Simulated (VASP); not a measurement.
Write the native input for VASP 6.6.1 that does the following.

| Property | Result |
| --- | --- |
| Task | relaxation of cell and atoms |
| Functional | PBE |
| Potentials or basis | VASP PAW PBE potentials, release 64 (Ge_d, Sb, Te) |
| Cutoff | 600 eV |
| k mesh | 2 × 2 × 4 |
| Occupations | gaussian, width 0.2 eV |
| Spin | no spin polarisation |
| Dipole correction | no |
| Further INCAR settings | ALGO = Normal; EDIFF = 1e-07; IBRION = 2; EDIFFG = -0.08; NSW = 36; ISIF = 3 |

The structure of GeSb2Te4 lies in POSCAR:

```
GeSb2Te4
1.0
    7.3161057300      0.0000000000      0.0000000000
    0.0000000000      7.3161057300      0.0000000000
    0.0000000000      0.0000000000      4.3125282000
Ge Sb Te
1 2 4
Direct
    0.0000000000      0.0000000000      0.0000000000
    0.0000000000      0.5000000000      0.5000000000
    0.5000000000      0.0000000000      0.5000000000
    0.7657302000      0.7657302000      0.0000000000
    0.2342698000      0.2342698000      0.0000000000
    0.7657302000      0.2342698000      0.0000000000
    0.2342698000      0.7657302000      0.0000000000
```

The cell was built from a structure type or drawn by symmetry, and may not be a known phase.

The input as run:

INCAR

```
PREC     = Accurate       # precision mode
ENCUT    = 600            # plane-wave cutoff, eV
EDIFF    = 1E-7           # SCF threshold, eV
ISMEAR   = 0              # smearing method
SIGMA    = 0.2            # smearing width, eV
LREAL    = False          # projectors in reciprocal space
LASPH    = True           # aspherical terms in the spheres
NELM     = 80             # most SCF steps
ALGO     = Normal         # electronic algorithm
ISIF     = 3              # what is computed and relaxed
LWAVE    = False          # write WAVECAR
LCHARG   = False          # write CHGCAR
GGA      = PE             # functional
IBRION   = 2              # ionic algorithm
NSW      = 36             # ionic steps
EDIFFG   = -0.08          # ionic threshold
```

KPOINTS

```
regular mesh
0
Gamma
  2 2 4
```

Potentials or basis: VASP PAW PBE potentials, release 64 (Ge_d, Sb, Te).

Launch:

```bash
$ cat potpaw_PBE.64/Ge_d/POTCAR potpaw_PBE.64/Sb/POTCAR potpaw_PBE.64/Te/POTCAR > POTCAR
$ mpirun -np 1 vasp_std > vasp.out
```

Results of the run:

```json
{"Relaxed volume": "30.52 Å³/atom", "Relaxed cell": "a = 7.723 Å, b = 7.723 Å, c = 3.582 Å, α = 90.00°, β = 90.00°, γ = 90.00°", "Space group after relaxing (to 0.1 Å)": "P4/mmm (No. 123)", "Energy gained by relaxing": "337.8 meV/atom", "Ionic steps": "9", "Pressure after relaxing": "0.1 GPa", "Largest force after relaxing": "0.073 eV/Å", "Band gap on the k mesh": "zero (bands 24 and 25 overlap by 1.94 eV)"}
```

Caveat: the k points lie up to 0.44 Å⁻¹ apart in the final cell, too coarse for converged energies and pressures of a metal; a cell axis changed by over 15 % at a fixed basis, so the end point is rough; spin-orbit coupling is left out, which moves the levels of the heavy elements; the relaxation stopped at a loose force limit of 0.08 eV/Å, so its end isn't a converged minimum.

It took 16 min on 1 thread of Intel Xeon 8259CL, with other jobs on the host, peak memory 0.42 GiB.
